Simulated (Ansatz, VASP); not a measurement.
# B: VASP beside Ansatz

```
B
1.0
     1.71501    0.00000    0.00000
    -0.85751    1.48524    0.00000
     0.00000    0.00000    9.15879
B
2
Direct
  0.33333 0.66667 0.25000
  0.66667 0.33333 0.75000
```

Alike in both runs: functional PBE; k mesh 17 × 17 × 9; occupations fermi-dirac, width 0.1 eV; no spin polarisation.

Ansatz relaxed the structure, and its values are those at the end. VASP's run is a single point on that final structure, the one shown.

|  | VASP | Ansatz |
| --- | --- | --- |
| version | VASP 6.6.1 | Ansatz 0.2.0 |
| potentials or method | VASP PAW PBE potentials, release 64 (B), cutoff 520 eV | plane waves (420 eV) with PAW, scalar-relativistic |
| valence electrons in the cell | 6 | 6 |

|  | VASP | Ansatz | Ansatz less VASP |
| --- | --- | --- | --- |
| pressure (GPa) | 0.0 | 0.0 | +0.05 |
